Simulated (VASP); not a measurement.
# BaLi7F9 in VASP: further runs, part 2 of 3

VASP 6.6.1. The steps go on from the part before.

### Step 3. Single point, PBE

INCAR reads:

```
SYSTEM = BaLi7F9
PREC = Accurate ; ENCUT = 910
EDIFF = 1E-6 ; ISMEAR = -1
SIGMA = 0.0655 ; LREAL = Auto
LASPH = .True. ; NELM = 120
ALGO = Normal ; ISIF = 2
LWAVE = .False. ; LCHARG = .False.
GGA = PE ; ISYM = 0
NBANDS = 61 ; GGA_COMPAT = .False.
```

KPOINTS reads:

```
regular mesh
0
Gamma
  1 1 1
  0 0 0
```

POSCAR reads:

```
BaLi7F9
1.0
    5.6029570000      0.0278370000     -0.0374620000
    0.0278370000      5.7534950000     -0.0718080000
   -0.0374620000     -0.0718080000      5.5402340000
Ba F Li
1 9 7
Direct
    0.7655472464      0.9759056356      0.7610535517
    0.6099985242      0.7251489281      0.4755077600
    0.9247864111      0.4079181175      0.5594659238
    0.2506466201      0.5099022932      0.2240773201
    0.8040142376      0.5586761890     -0.0079795544
    0.2714496376      0.7680041634      0.7739730649
    0.5534170283      0.0818372894      0.2252660593
    0.4447825708      0.2449698959      0.8193861925
    0.0416012941      0.1924289679      0.0294139935
    1.0427629110      0.9051897701      0.3792781769
    0.1223402467      0.2279292769      0.3611929128
    0.8912548544      0.6075029741      0.3065422440
    0.6359865333      0.4650248060      0.6868852162
    0.5792548039      0.3833817794      0.1341614672
    0.1498255352      0.4594260921      0.8753957383
    0.2622712571     -0.0233612747      0.0178652525
    0.3097601674      0.7370856957      0.4055350162
```

Potentials or basis: VASP PAW PBE potentials, release 64 (Ba_sv, F_h, Li_sv).

The run is started by

```
$ cat potpaw_PBE.64/Ba_sv/POTCAR potpaw_PBE.64/F_h/POTCAR potpaw_PBE.64/Li_sv/POTCAR > POTCAR
$ mpirun -np 1 vasp_gam > vasp.out
```

OUTCAR:

```text
SYSTEM = BaLi7F9
   PREC = Accurate
   ENCUT = 910
   EDIFF = 1E-6
   ISMEAR = -1
   LREAL = Auto
   LASPH = .True.
   NELM = 120
   ISIF = 2
   GGA = PE
   ISYM = 0

 ion  position               nearest neighbor table
   1  0.766  0.976  0.761-   2 2.28   8 2.38   9 2.46  10 2.66   5 2.75   7 2.90   3 2.90  13 2.94
                             6 3.03  13 3.05   6 3.07  16 3.11  16 3.18  14 3.26  12 3.33  11 3.37
   2  0.610  0.725  0.476-  17 1.72  13 1.93  12 1.95   1 2.28
   3  0.925  0.408  0.559-  13 1.80  12 1.84  11 1.86   1 2.90
   4  0.251  0.510  0.224-  17 1.66  11 1.96  15 2.02  14 2.04
   5  0.804  0.559  0.992-  12 1.82  14 1.82  13 1.99   1 2.75
   6  0.271  0.768  0.774-  16 1.79  15 2.00  17 2.06   1 3.03   1 3.07
   7  0.553  0.082  0.225-  14 1.83   1 2.90
   8  0.445  0.245  0.819-  13 1.84  14 2.04   1 2.38
   9  0.042  0.192  0.029-  16 1.74  15 1.89  11 1.89   1 2.46
  10  0.043  0.905  0.379-  17 1.78  11 1.92  12 1.95   1 2.66
  11  0.122  0.228  0.361-   3 1.86   9 1.89  10 1.92   4 1.96  16 2.49  12 2.55   1 3.37
  12  0.891  0.608  0.307-   5 1.82   3 1.84  10 1.95   2 1.95  14 2.36  17 2.52  11 2.55   1 3.33

  13  0.636  0.465  0.687-   3 1.80   8 1.84   2 1.93   5 1.99  14 2.56   1 2.94   1 3.05
  14  0.579  0.383  0.134-   5 1.82   7 1.83   4 2.04   8 2.04  12 2.36  13 2.56   1 3.26
  15  0.150  0.459  0.875-   9 1.89   6 2.00   4 2.02   1 3.57
  16  0.262  0.977  0.018-   9 1.74   6 1.79  11 2.49  17 2.59   1 3.11   1 3.18
  17  0.310  0.737  0.406-   4 1.66   2 1.72  10 1.78   6 2.06  12 2.52  16 2.59   1 3.48

IMPORTANT INFORMATION: All symmetrisations will be switched off!
NOSYMM: (Re-)initialisation of all symmetry stuff for point group C_1.

----------------------------------------------------------------------------------------

                                     Primitive cell

  volume of cell :     178.5571

  direct lattice vectors                    reciprocal lattice vectors
     5.602957000  0.027837000 -0.037462000     0.178489399 -0.000848655  0.001195912
     0.027837000  5.753495000 -0.071808000    -0.000848655  0.173839554  0.002247428
    -0.037462000 -0.071808000  5.540234000     0.001195912  0.002247428  0.180535007

  length of vectors
     5.603151385  5.754010428  5.540825982     0.178495422  0.173856153  0.180552956

[... 115 lines left out ...]
   LEPSILON=     F    determine dielectric tensor
   LRPA    =     F    only Hartree local field effects (RPA)
 non-spin polarized calculation
  energy-cutoff  :      910.00
  volume of cell :      178.56
 maximum number of plane-waves:      5566
 NGX is ok and might be reduce to    54
   NGX = 27   NGY = 29   NGZ = 27

 number of electron      93.9999996 magnetization

 Free energy of the ion-electron system (eV)
  ---------------------------------------------------
  ext. energy  EPLUGINS =         0.00000000
  ---------------------------------------------------
  free energy    TOTEN  =       -80.45143660 eV

  energy without entropy =      -80.45143660  energy(sigma->0) =      -80.45143660

 E-fermi :   1.3139     XC(G=0):  -9.3471

 val. band max:       -0.3533327326   @ k =   0.0000   0.0000   0.0000
 cond. band min:       6.3067211055   @ k =   0.0000   0.0000   0.0000
 fundamental gap:      6.6600538382
 Fermi energy:         1.3138536933

 k-point     1 :       0.0000    0.0000    0.0000
  band No.  band energies     occupation
      1     -42.7950      2.00000
      2     -42.4460      2.00000
      3     -42.2939      2.00000
      4     -42.1711      2.00000
      5     -42.1381      2.00000
      6     -41.9982      2.00000
[... 51 lines left out ...]
     58      11.6350      0.00000
     59      12.2841      0.00000
 [bands above 59 left out]

------------------------ aborting loop because EDIFF is reached ----------------------------------------

  FORCE on cell =-STRESS in cart. coord.  units (eV):
  Direction    XX          YY          ZZ          XY          YZ          ZX
  --------------------------------------------------------------------------------------
  -------------------------------------------------------------------------------------
  Total        9.6625829     12.9318131      7.6460342     -1.2901083      2.7264104      2.6412177
  in kB       86.7015084    116.0360243     68.6071943    -11.5760284     24.4638408     23.6994149
  external PRESSURE =      90.4482423 kB  Pullay stress =       0.0000000 kB

 VOLUME and BASIS-vectors are now :
 -----------------------------------------------------------------------------
  energy-cutoff  :      910.00
  volume of cell :      178.56
      direct lattice vectors                 reciprocal lattice vectors
     5.602957000  0.027837000 -0.037462000     0.178489399 -0.000848655  0.001195912
     0.027837000  5.753495000 -0.071808000    -0.000848655  0.173839554  0.002247428
    -0.037462000 -0.071808000  5.540234000     0.001195912  0.002247428  0.180535007

 POSITION                                       TOTAL-FORCE (eV/Angst)
 -----------------------------------------------------------------------------------
      4.28798      5.58153      4.11766         1.221142     -0.029355      0.811235
      3.42017      4.15498      2.55950         0.017422     -2.526073     -1.290745
      5.17193      2.33252      3.03564         0.327804     -0.771792     -0.074769
      1.41016      2.92461      1.19544         0.375111     -0.573421     -0.347658
      4.48325      3.16549      5.42579        -0.671315      0.530573     -0.066901
      1.51331      4.37069      4.22267        -0.166940     -0.651457      0.435205
[... 9 lines left out ...]
      1.49601      5.62510      0.01902         0.750653      0.187166      0.235428
      1.74090      4.22032      2.18223         0.011151      0.947150      1.108904
 -----------------------------------------------------------------------------------
    total drift:                                0.024044     -0.040430      0.007818

  FREE ENERGIE OF THE ION-ELECTRON SYSTEM (eV)
  ---------------------------------------------------
  free  energy   TOTEN  =       -80.4514366034 eV

  energy  without entropy=      -80.4514366033  energy(sigma->0) =      -80.45143660
```

Run time: 52 s. Hardware: 1 thread of AMD EPYC 7R43 (Zen 3), shared host; peak memory 0.38 GiB.

What came out:

* Free energy: -80.4514 eV
* Pressure: 9.0 GPa
* Largest force: 2.837 eV/Å
* Band gap on the k mesh: 6.66 eV

Forces in eV/Å, atoms in the order of the input:
```
Ba   1.221 -0.029  0.811
F    0.017 -2.526 -1.291
F    0.328 -0.772 -0.075
F    0.375 -0.573 -0.348
F   -0.671  0.531 -0.067
F   -0.167 -0.651  0.435
F   -0.679  0.178  0.077
F   -0.786  1.701 -0.630
F    0.044 -0.198  0.108
F    0.241  0.244 -0.312
Li   0.080 -0.160 -0.385
Li   0.476  0.893  0.063
Li  -0.210  0.585  0.060
Li  -0.890 -0.466 -0.006
Li  -0.141  0.110  0.215
Li   0.751  0.187  0.235
Li   0.011  0.947  1.109
```

Caveat: the k points lie up to 1.13 Å⁻¹ apart; the cutoff is under 1.25 times the usual one of these potentials, so pressure, stress and relaxed cells hold a basis-set (Pulay) error; spin-orbit coupling is left out, which moves the levels of the heavy elements.

### Step 4. Single point, PBE

INCAR reads:

```
SYSTEM = BaLi7F9
PREC = Accurate ; ENCUT = 910
EDIFF = 1E-6 ; ISMEAR = -1
SIGMA = 0.0655 ; LREAL = Auto
LASPH = .TRUE. ; NELM = 120
ALGO = Normal ; ISIF = 2
LWAVE = .FALSE. ; LCHARG = .FALSE.
GGA = PE ; NBANDS = 61
ISYM = 0 ; GGA_COMPAT = .FALSE.
```

KPOINTS reads:

```
regular mesh
0
G
  1 1 1
  0 0 0
```

POSCAR reads:

```
BaLi7F9
1.0
    5.6029570000      0.0278370000     -0.0374620000
    0.0278370000      5.7534950000     -0.0718080000
   -0.0374620000     -0.0718080000      5.5402340000
Ba F Li
1 9 7
Direct
    0.7603816538      0.9649541888      0.7703576867
    0.5997304320      0.6690740080      0.4236248808
    0.9148109642      0.3908557389      0.5915793841
    0.2221419325      0.5542479215      0.2019191456
    0.7722948824      0.5604945727     -0.0067667349
    0.2330713866      0.7396550343      0.7673037762
    0.4075647317      0.1465772640      0.2663482463
    0.4135964952      0.2437454878      0.7112679767
    0.0063107260      0.1838581686      0.0230576723
    0.9800835407      0.9281228988      0.3771312798
    0.1095078928      0.2257003341      0.3454923518
    0.9371374080      0.5987831725      0.3381807454
    0.6164227114      0.4925336274      0.6794246023
    0.5305642684      0.4060121587      0.1606679284
    0.0960110463      0.4406403146      0.9015500547
    0.2613938691     -0.0199910516      0.0052084117
    0.3006559396      0.7964249563      0.4507069297
```

The run is started by

```
$ cat potpaw_PBE.64/Ba_sv/POTCAR potpaw_PBE.64/F_h/POTCAR potpaw_PBE.64/Li_sv/POTCAR > POTCAR
$ mpirun -np 1 vasp_gam > vasp.out
```

It took 50 s on 1 thread of Intel Xeon Platinum 8488C (Sapphire Rapids), shared host; peak memory 0.4 GiB.

It converged, with:

```
Free energy            : -80.6585 eV
Pressure               : 7.5 GPa
Largest force          : 1.874 eV/Å
Band gap on the k mesh : 6.85 eV
```

Forces in eV/Å, atoms in the order of the input:
```
Ba  -0.848 -0.385 -0.828
F    0.006  0.094  0.128
F    0.499 -0.425 -0.782
F   -0.067  0.011  0.169
F   -0.686  0.225  0.057
F    0.311  0.503  0.286
F    0.724 -1.518 -0.826
F   -0.115  0.272  1.200
F    0.734 -0.141  0.697
F    0.775 -0.371  0.227
Li  -0.004  0.060  0.414
Li  -0.839  0.667 -0.321
Li  -0.336 -0.764  0.210
Li  -0.206  0.785  0.326
Li   0.218  0.904 -0.734
Li  -0.047  0.036  0.127
Li  -0.119  0.048 -0.351
```

Stress tensor (GPa, compression positive):
```
 7.87 -0.04  1.86
-0.04  8.13  0.15
 1.86  0.15  6.42
```

Levels at points of the mesh, in eV from the valence-band top:
```csv
k point,band 43,band 44,band 45,band 46,band 47,band 48,band 49,band 50,band 51,band 52
"(0.00, 0.00, 0.00)",-0.58,-0.50,-0.41,-0.30,0.00,6.85,8.03,8.23,8.78,9.12
```

Caveat: the k points lie up to 1.13 Å⁻¹ apart; the cutoff is under 1.25 times the usual one of these potentials, so pressure, stress and relaxed cells hold a basis-set (Pulay) error; spin-orbit coupling is left out, which moves the levels of the heavy elements.

[end of part 2 of 3]
